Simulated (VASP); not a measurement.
A run of VASP 6.6.1:

The input INCAR:

```
PREC     = Accurate       # precision mode
ENCUT    = 600            # plane-wave cutoff, eV
EDIFF    = 1E-6           # SCF threshold, eV
ISMEAR   = 0              # smearing method
SIGMA    = 0.2            # smearing width, eV
LREAL    = False          # projectors in reciprocal space
LASPH    = True           # aspherical terms in the spheres
NELM     = 200            # most SCF steps
ALGO     = Normal         # electronic algorithm
ISIF     = 2              # what is computed and relaxed
LWAVE    = False          # write WAVECAR
LCHARG   = False          # write CHGCAR
GGA      = PE             # functional
NBANDS   = 26             # bands
GGA_COMPAT= False        
LMAXMIX  = 6              # l up to which the mixer works
```

Contents of KPOINTS:

```
regular mesh
0
Gamma
  6 6 4
```

POSCAR

```
SmF
1.0
    3.3727514133      0.0000000000      0.0000000000
   -1.6863757066      2.9208884046      0.0000000000
    0.0000000000      0.0000000000      7.7071589599
Sm F
2 2
Direct
    0.6666666667      0.3333333333      0.2500000000
    0.6666666667      0.3333333333      0.7500000000
    0.0000000000      0.0000000000      0.0000000000
    0.0000000000      0.0000000000      0.5000000000
```

Potentials or basis: VASP PAW PBE potentials, release 64 (Sm_3, F), 4f in core.

Command:

```sh
$ cat potpaw_PBE.64/Sm_3/POTCAR potpaw_PBE.64/F/POTCAR > POTCAR
$ mpirun -np 1 vasp_std > vasp.out
```

Hardware: 1 thread of AMD EPYC 7R43 64-Core Processor (Zen 3) (shared host).

Problem. How long does it take, and how much memory?

Solution. Run time: 55 s on 1 thread of AMD EPYC 7R43 64-Core Processor (Zen 3), with other jobs on the host, peak memory 0.19 GiB. Counts: scf iterations 13, k points 21.
